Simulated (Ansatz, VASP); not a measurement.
This is a calculation of Mo for VASP 6.6.1.

Contents of INCAR:

```
SYSTEM = Mo
PREC = Accurate
ENCUT = 600
EDIFF = 1E-6
ISMEAR = -1
SIGMA = 0.05
LREAL = .False.
LASPH = .True.
NELM = 60
ALGO = Normal
ISIF = 3
LWAVE = .False.
LCHARG = .False.
GGA = PS
IBRION = 2
NSW = 60
EDIFFG = -0.01
```

The input KPOINTS:

```
Automatic mesh
0
Gamma
  12 12 12
  0 0 0
```

Contents of POSCAR:

```
Mo
1.0
   -1.5838089719      1.5838089719      1.5838089719
    1.5838089719     -1.5838089719      1.5838089719
    1.5838089719      1.5838089719     -1.5838089719
Mo
1
Direct
    0.0000000000      0.0000000000      0.0000000000
```

Potentials or basis: VASP PAW PBE potentials, release 64 (Mo_sv).

The run is started by

```sh
$ cat potpaw_PBE.64/Mo_sv/POTCAR > POTCAR
$ mpirun -np 1 vasp_std > vasp.out
```

Question: Translate it to Ansatz 0.2.0. Potentials there: Ansatz PAW.

Answer: As run (the cutoff follows the program's own potentials):

File input.yaml:

```yaml
crystal:
  lattice:
    - [-1.5838089719, 1.5838089719, 1.5838089719]
    - [1.5838089719, -1.5838089719, 1.5838089719]
    - [1.5838089719, 1.5838089719, -1.5838089719]
  atoms:
    - { symbol: Mo, position: [0.0, 0.0, 0.0] }
hamiltonian:
  xc: pbesol
  pseudopotentials: { kind: paw }
kpoints:
  mp_grid: { grid: [12, 12, 12] }
scf:
  occupations: { method: fermi_dirac, width: 0.05 }
output:
  forces: true
  stress: true
  eigenvalues: true
relax:
  f_tol: 0.01
  max_steps: 40
  cell: { stress_tol: 0.05 }
```

Potentials or basis: Ansatz PAW.

Run with:

```bash
$ ansatz run input.yaml --threads 2 --pin off --max-ram 5632MiB --backend cpu --events-out ev --progress --plain --runs-dir out
```

Both were run:

|  | VASP | Ansatz | Ansatz less VASP |
| --- | --- | --- | --- |
| gap on the k mesh at the Fermi level, each at its own relaxed structure (eV) | none | none | - |
| relaxed volume (Å³/atom) | 15.35 | 15.32 | -0.030 |
| relaxed cell length with the largest relative difference (Å) | 2.712 | 2.710 | -0.0018 |

VASP's potentials were made for PBE, not for PBEsol. A gap of «none» marks a metal or a gap that the smearing closes.

Noted on Ansatz's run: the plane-wave basis is chosen anew once the cell has moved, so the energies of steps on either side of that aren't comparable.
